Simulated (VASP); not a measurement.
# InP (F-43m) in VASP: further runs

Runs on InP. Level: r2SCAN. Tasks: single point.

Program: VASP 6.6.1. These are calculated values, not measurements. Logs are shortened: lines on timing, memory, paths and dates and some standing lists are left out, and cuts for length are marked.

### Step 1. The cell of the first run

The structure is cubic, space group F-43m (No. 216). Conventional cell: a = 5.966 Å, b = 5.966 Å, c = 5.966 Å, α = 90.00°, β = 90.00°, γ = 90.00°. Within 3.4 Å of In (site symmetry -43m) lie 4 P at 2.58 Å. Within 3.4 Å of P (site symmetry -43m) lie 4 In at 2.58 Å.

### Step 2. Single point, r2SCAN (volume changed by +3%)

Input file POSCAR:

```
InP
1.0
    0.0000000000      2.9830349663      2.9830349663
    2.9830349663      0.0000000000      2.9830349663
    2.9830349663      2.9830349663      0.0000000000
In P
1 1
Direct
    0.0000000000      0.0000000000      0.0000000000
    0.2500000000      0.2500000000      0.2500000000
```

Input file INCAR.step1:

```
SYSTEM = InP
PREC     = Accurate       ! precision mode
ENCUT    = 520            ! plane-wave cutoff, eV
ISMEAR   = 0              ! smearing method
SIGMA    = 0.01           ! smearing width, eV
LREAL    = .False.        ! projectors in reciprocal space
LASPH    = .True.         ! aspherical terms in the spheres
NELM     = 100            ! most SCF steps
NBANDS   = 16             ! bands
GGA      = PE             ! functional
ALGO     = Normal         ! electronic algorithm
EDIFF    = 1E-4           ! SCF threshold, eV
LWAVE    = .True.         ! write WAVECAR
LCHARG   = .False.        ! write CHGCAR
```

Input file INCAR.step2:

```
SYSTEM = InP
PREC     = Accurate       ! precision mode
ENCUT    = 520            ! plane-wave cutoff, eV
EDIFF    = 1E-6           ! SCF threshold, eV
ISMEAR   = 0              ! smearing method
SIGMA    = 0.01           ! smearing width, eV
LREAL    = .False.        ! projectors in reciprocal space
LASPH    = .True.         ! aspherical terms in the spheres
NELM     = 100            ! most SCF steps
ALGO     = Normal         ! electronic algorithm
ISIF     = 2              ! what is computed and relaxed
LWAVE    = .False.        ! write WAVECAR
LCHARG   = .False.        ! write CHGCAR
METAGGA  = R2SCAN         ! meta-GGA
LMIXTAU  = .True.       
NBANDS   = 16             ! bands
ISTART   = 1
```

Input file KPOINTS:

```
regular mesh
0
Gamma
  6 6 6
  0 0 0
```

Potentials or basis: VASP PAW PBE potentials, release 64 (In_d, P).

The run is started by

```bash
cat potpaw_PBE.64/In_d/POTCAR potpaw_PBE.64/P/POTCAR > POTCAR
cp INCAR.step1 INCAR
mpirun -np 1 vasp_std > vasp.out
cp INCAR.step2 INCAR
mpirun -np 1 vasp_std > vasp.out
```

OUTCAR:

```text
SYSTEM = InP
   PREC = Accurate
   ENCUT = 520
   EDIFF = 1E-6
   ISMEAR = 0
   LREAL = .False.
   LASPH = .True.
   NELM = 100
   ISIF = 2
   METAGGA = R2SCAN
   ISTART = 1

 ion  position               nearest neighbor table
   1  0.000  0.000  0.000-   2 2.58   2 2.58   2 2.58   2 2.58
   2  0.250  0.250  0.250-   1 2.58   1 2.58   1 2.58   1 2.58

  LATTYP: Found a face centered cubic cell.
 ALAT       =     5.9660699326

  Lattice vectors:

 A1 = (   0.0000000000,   2.9830349663,   2.9830349663)
 A2 = (   2.9830349663,   0.0000000000,   2.9830349663)
 A3 = (   2.9830349663,   2.9830349663,   0.0000000000)

Analysis of symmetry for initial positions (statically):
=====================================================================
 Subroutine PRICEL returns:
 Original cell was already a primitive cell.

 Routine SETGRP: Setting up the symmetry group for a
 face centered cubic supercell.

 Subroutine GETGRP returns: Found 24 space group operations
 (whereof 24 operations were pure point group operations)
 out of a pool of 48 trial point group operations.

The static configuration has the point symmetry T_d .

Analysis of symmetry for dynamics (positions and initial velocities):
=====================================================================
 Subroutine PRICEL returns:
 Original cell was already a primitive cell.

 Routine SETGRP: Setting up the symmetry group for a
 face centered cubic supercell.

 Subroutine GETGRP returns: Found 24 space group operations
 (whereof 24 operations were pure point group operations)
 out of a pool of 48 trial point group operations.

The dynamic configuration has the point symmetry T_d .

 Subroutine INISYM returns: Found 24 space group operations
 (whereof 24 operations are pure point group operations),
 and found     1 'primitive' translations

----------------------------------------------------------------------------------------

                                     Primitive cell

  volume of cell :      53.0891

  direct lattice vectors                    reciprocal lattice vectors
     0.000000000  2.983034966  2.983034966    -0.167614529  0.167614529  0.167614529
     2.983034966  0.000000000  2.983034966     0.167614529 -0.167614529  0.167614529
     2.983034966  2.983034966  0.000000000     0.167614529  0.167614529 -0.167614529

  length of vectors
     4.218648506  4.218648506  4.218648506     0.290316880  0.290316880  0.290316880

  position of ions in fractional coordinates (direct lattice)
     0.000000000  0.000000000  0.000000000
     0.250000000  0.250000000  0.250000000

  ion indices of the primitive-cell ions
   primitive index   ion index
                 1           1
                 2           2

----------------------------------------------------------------------------------------

 KPOINTS: regular mesh

Automatic generation of k-mesh.
 Grid dimensions read from file:
 generate k-points for:    6    6    6

 Generating k-lattice:

  Cartesian coordinates                     Fractional coordinates (reciprocal lattice)
    -0.027935755  0.027935755  0.027935755     0.166666667  0.000000000  0.000000000
     0.027935755 -0.027935755  0.027935755     0.000000000  0.166666667  0.000000000
     0.027935755  0.027935755 -0.027935755     0.000000000  0.000000000  0.166666667

  Length of vectors
     0.048386147  0.048386147  0.048386147

  Shift w.r.t. Gamma in fractional coordinates (k-lattice)
     0.000000000  0.000000000  0.000000000

 Subroutine IBZKPT returns following result:
 ===========================================

 Found     16 irreducible k-points:

 Following reciprocal coordinates:
            Coordinates               Weight
  0.000000  0.000000  0.000000      1.000000
  0.166667  0.000000  0.000000      8.000000
  0.333333  0.000000  0.000000      8.000000
  0.500000  0.000000  0.000000      4.000000
  0.166667  0.166667  0.000000      6.000000
  0.333333  0.166667  0.000000     24.000000
[... 8 lines left out ...]
 -0.333333  0.333333  0.166667     24.000000
 -0.333333  0.500000  0.166667     12.000000
   k-points           NKPTS =     16   k-points in BZ     NKDIM =     16   number of bands    NBANDS=     16
   number of dos      NEDOS =    301   number of ions     NIONS =      2
   total plane-waves  NPLWV =  32768
   dimension x,y,z NGX =    32 NGY =   32 NGZ =   32
   dimension x,y,z NGXF=    64 NGYF=   64 NGZF=   64
   ions per type =               1   1
   NGX,Y,Z   is equivalent  to a cutoff of  12.61, 12.61, 12.61 a.u.
   NGXF,Y,Z  is equivalent  to a cutoff of  25.22, 25.22, 25.22 a.u.
 SYSTEM =  InP
   PREC   = accura    normal or accurate (medium, high low for compatibility)
   ISTART =      1    job   : 0-new  1-cont  2-samecut
   ICHARG =      0    charge: 1-file 2-atom 10-const
   ISPIN  =      1    spin polarized calculation?
   LNONCOLLINEAR =      F non collinear calculations
   LSORBIT =      F    spin-orbit coupling
   LASPH  =      T    aspherical Exc in radial PAW
   ENCUT  =  520.0 eV  38.22 Ry    6.18 a.u.   7.84  7.84  7.84*2*pi/ulx,y,z
   NELM   =    100;   NELMIN=  2; NELMDL=  0     # of ELM steps
   EDIFF  = 0.1E-05   stopping-criterion for ELM
   LREAL  =      F    real-space projection
   EDIFFG = 0.1E-04   stopping-criterion for IOM
   NSW    =      0    number of steps for IOM
   IBRION =     -1    ionic relax: 0-MD 1-quasi-New 2-CG
   NFREE  =      0    steps in history (QN), initial steepest desc. (CG)
   ISIF   =      2    stress and relaxation
   ISYM   =      2    0-nonsym 1-usesym 2-fastsym
   POTIM  = 0.5000    time-step for ionic-motion
   TEBEG  =    0.0;   TEEND  =   0.0 temperature during run
   PSTRESS=    0.0 pullay stress
   NELECT =      18.0000    total number of electrons
   NUPDOWN=      -1.0000    fix difference up-down
   EMIN   =  10.00;   EMAX   =-10.00  energy-range for DOS
   EFERMI =   0.00;   METHOD = LEGACY
   ISMEAR =     0;   SIGMA  =   0.01  broadening in eV -4-tet -1-fermi 0-gaus
   EFERMI_NEDOS =   21; number of points for ismear=-14 and -15
   IALGO  =     38    algorithm
   IMIX   =      4    mixing-type and parameters
     AMIX     =   0.40;   BMIX     =  1.00
     AMIX_MAG =   1.60;   BMIX_MAG =  1.00
  volume/ion in A,a.u.               =      26.54       179.13
  Fermi-wavevector in a.u.,A,eV,Ry     =   1.141556  2.157229 17.730442  1.303151
  Thomas-Fermi vector in A             =   2.278256
   LORBIT       =      0    0 simple, 1 ext, 2 COOP (PROOUT), +10 PAW based schemes
   METAGGA = R2SCAN    functional components
   LHFCALC =     F    Hartree Fock is set to
   AEXX    =    0.0000 exact exchange contribution
   IVDW    =     0    specifies the selected vdW correction
   LEPSILON=     F    determine dielectric tensor
   LRPA    =     F    only Hartree local field effects (RPA)
 non-spin polarized calculation
 Gauss-broadening in eV      SIGMA  =   0.01
  energy-cutoff  :      520.00
  volume of cell :       53.09
 maximum number of plane-waves:      1459
   NGX = 15   NGY = 15   NGZ = 15

 number of electron      18.0000004 magnetization

 Free energy of the ion-electron system (eV)
  ---------------------------------------------------
  ext. energy  EPLUGINS =         0.00000000
  ---------------------------------------------------
  free energy    TOTEN  =       -32.27831190 eV

  energy without entropy =      -32.27831190  energy(sigma->0) =      -32.27831190

 E-fermi :   4.5341     XC(G=0):  -9.6320

 val. band max:        4.4477673441   @ k =   0.0000   0.0000   0.0000
 cond. band min:       5.3026451948   @ k =   0.0000   0.0000   0.0000
 fundamental gap:      0.8548778507
 Fermi energy:         4.5341155275

 k-point     1 :       0.0000    0.0000    0.0000
  band No.  band energies     occupation
      1     -10.1227      2.00000
      2     -10.1227      2.00000
      3     -10.1227      2.00000
      4      -9.9712      2.00000
      5      -9.9712      2.00000
      6      -7.1897      2.00000
[... 8 lines left out ...]
     15      14.2810      0.00000
     16      14.2810      0.00000

 k-point     2 :       0.1667    0.0000    0.0000
  band No.  band energies     occupation
      1     -10.1515      2.00000
      2     -10.1114      2.00000
      3     -10.1114      2.00000
      4      -9.9706      2.00000
      5      -9.9706      2.00000
      6      -6.8869      2.00000
[... 8 lines left out ...]
     15      13.4652      0.00000
     16      14.2638      0.00000

 k-point     3 :       0.3333    0.0000    0.0000
  band No.  band energies     occupation
      1     -10.2053      2.00000
      2     -10.0927      2.00000
      3     -10.0927      2.00000
      4      -9.9654      2.00000
      5      -9.9654      2.00000
      6      -6.1158      2.00000
[... 8 lines left out ...]
     15      13.9558      0.00000
     16      13.9558      0.00000

 k-point     4 :       0.5000    0.0000    0.0000
  band No.  band energies     occupation
      1     -10.2307      2.00000
      2     -10.0858      2.00000
      3     -10.0858      2.00000
      4      -9.9603      2.00000
      5      -9.9603      2.00000
      6      -5.5603      2.00000
[... 8 lines left out ...]
     15      15.5448      0.00000
     16      15.5448      0.00000
[... 172 lines left out ...]
 k-point    14 :       0.5000    0.3333    0.1667
  band No.  band energies     occupation
      1     -10.2450      2.00000
      2     -10.0721      2.00000
      3     -10.0565      2.00000
      4      -9.9875      2.00000
      5      -9.9549      2.00000
      6      -5.5194      2.00000
[... 8 lines left out ...]
     15      15.9242      0.00000
     16      16.6349      0.00000

 k-point    15 :      -0.3333    0.3333    0.1667
  band No.  band energies     occupation
      1     -10.2548      2.00000
      2     -10.0717      2.00000
      3     -10.0464      2.00000
      4      -9.9831      2.00000
      5      -9.9589      2.00000
      6      -5.0825      2.00000
[... 8 lines left out ...]
     15      15.9634      0.00000
     16      16.4365      0.00000

 k-point    16 :      -0.3333    0.5000    0.1667
  band No.  band energies     occupation
      1     -10.2726      2.00000
      2     -10.0564      2.00000
      3     -10.0331      2.00000
      4      -9.9968      2.00000
      5      -9.9513      2.00000
      6      -4.8943      2.00000
[... 8 lines left out ...]
     15      16.1203      0.00000
     16      16.8470      0.00000

------------------------ aborting loop because EDIFF is reached ----------------------------------------

  FORCE on cell =-STRESS in cart. coord.  units (eV):
  Direction    XX          YY          ZZ          XY          YZ          ZX
  --------------------------------------------------------------------------------------
  -------------------------------------------------------------------------------------
  Total       -0.6658010     -0.6658010     -0.6658010     -0.0000000      0.0000000     -0.0000000
  in kB      -20.0932406    -20.0932406    -20.0932406     -0.0000000      0.0000000     -0.0000000
  external PRESSURE =     -20.0932406 kB  Pullay stress =       0.0000000 kB

 VOLUME and BASIS-vectors are now :
 -----------------------------------------------------------------------------
  energy-cutoff  :      520.00
  volume of cell :       53.09
      direct lattice vectors                 reciprocal lattice vectors
     0.000000000  2.983034966  2.983034966    -0.167614529  0.167614529  0.167614529
     2.983034966  0.000000000  2.983034966     0.167614529 -0.167614529  0.167614529
     2.983034966  2.983034966  0.000000000     0.167614529  0.167614529 -0.167614529

 POSITION                                       TOTAL-FORCE (eV/Angst)
 -----------------------------------------------------------------------------------
      0.00000      0.00000      0.00000        -0.000000      0.000000     -0.000000
      1.49152      1.49152      1.49152         0.000000     -0.000000      0.000000
 -----------------------------------------------------------------------------------
    total drift:                               -0.000003     -0.000003     -0.000003

  FREE ENERGIE OF THE ION-ELECTRON SYSTEM (eV)
  ---------------------------------------------------
  free  energy   TOTEN  =       -32.2783118973 eV

  energy  without entropy=      -32.2783118973  energy(sigma->0) =      -32.27831190
```

Run time: 30 s. Hardware: 1 thread of AMD EPYC 9R45 (Zen 5), shared host; peak memory 0.15 GiB.

Results:

- Free energy: -32.2783 eV
- Pressure: -2.0 GPa
- Band gap on the k mesh: 0.85 eV, direct

Caveat: the PAW data sets were made with another functional, which shifts forces and pressure a little; spin-orbit coupling is left out, which moves the levels of the heavy elements.

### Step 3. Single point, r2SCAN (volume changed by +6%)

Input file POSCAR:

```
InP
1.0
    0.0000000000      3.0117197545      3.0117197545
    3.0117197545      0.0000000000      3.0117197545
    3.0117197545      3.0117197545      0.0000000000
In P
1 1
Direct
    0.0000000000      0.0000000000      0.0000000000
    0.2500000000      0.2500000000      0.2500000000
```

Input file INCAR.step1:

```
SYSTEM = InP
PREC = Accurate
ENCUT = 520
ISMEAR = 0
SIGMA = 0.01
LREAL = .False.
LASPH = .True.
NELM = 60
NBANDS = 16
GGA = PE
ALGO = Normal
EDIFF = 1E-4
LWAVE = .True.
LCHARG = .False.
```

Input file INCAR.step2:

```
SYSTEM = InP
PREC = Accurate
ENCUT = 520
EDIFF = 1E-7
ISMEAR = 0
SIGMA = 0.01
LREAL = .False.
LASPH = .True.
NELM = 60
ALGO = Normal
ISIF = 2
LWAVE = .False.
LCHARG = .False.
METAGGA = R2SCAN
LMIXTAU = .True.
NBANDS = 16
ISTART = 1
```

KPOINTS is that of step 2.

Potentials or basis: VASP PAW PBE potentials, release 64 (In_d, P).

The run is started by

```bash
cat potpaw_PBE.64/In_d/POTCAR potpaw_PBE.64/P/POTCAR > POTCAR
cp INCAR.step1 INCAR
mpirun -np 1 vasp_std > vasp.out
cp INCAR.step2 INCAR
mpirun -np 1 vasp_std > vasp.out
```

Run time: 42 s. Hardware: 1 thread of AMD EPYC 9R45 (Zen 5), shared host; peak memory 0.16 GiB.

Results (log left out):

- Free energy: -32.2515 eV
- Pressure: -3.6 GPa
- Band gap on the k mesh: 0.69 eV, direct

Levels at points of the mesh, in eV from the valence-band top:
| k point | band 7 | band 8 | band 9 | band 10 | band 11 | band 12 |
| --- | --- | --- | --- | --- | --- | --- |
| (0.00, 0.00, 0.00) | 0.00 | 0.00 | 0.00 | 0.69 | 4.42 | 4.42 |
| (0.50, 0.00, 0.00) | -5.46 | -0.89 | -0.89 | 1.64 | 5.14 | 5.14 |
| (0.50, 0.50, 0.00) | -5.53 | -2.14 | -2.14 | 2.13 | 2.52 | 9.34 |

Caveat: the PAW data sets were made with another functional, which shifts forces and pressure a little; spin-orbit coupling is left out, which moves the levels of the heavy elements.
